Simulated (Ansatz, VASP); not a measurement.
One calculation of Be3S5, two programs

```xyz
8
Lattice="-1.7845 1.7845 10.9326 1.7845 -1.7845 10.9326 1.7845 1.7845 -10.9326" Properties=species:S:1:pos:R:3 pbc="T T T"
Be    0.0000    0.0000   17.6188
Be    0.0000    0.0000    4.2463
Be    0.0000    0.0000    0.0000
S     1.7845    0.0000    9.8440
S     1.7845    0.0000    7.7478
S     0.0000    1.7845    5.4663
S     1.7845    0.0000    1.0885
S     1.7845    0.0000    3.1848
```

Alike in both runs: functional PBE; k mesh 7 × 7 × 7; occupations gaussian, width 0.2 eV; no spin polarisation.

Ansatz relaxed the structure, and its values are those at the end. VASP's run is a single point on that final structure, the one shown.

|  | VASP | Ansatz |
| --- | --- | --- |
| version | VASP 6.6.1 | Ansatz 0.2.0 |
| potentials or method | VASP PAW PBE potentials, release 64 (Be, S), cutoff 520 eV | scalar-relativistic, plane waves, PAW |
| valence electrons in the cell | 36 | 36 |

```tsv
	VASP	Ansatz	Ansatz less VASP
pressure (GPa)	-0.2	0.0	+0.15
rms of the force components (eV/Å)	0.045	0.001	-0.0443
```

With one functional, cell and mesh, what is left measures potentials, basis and numerics.
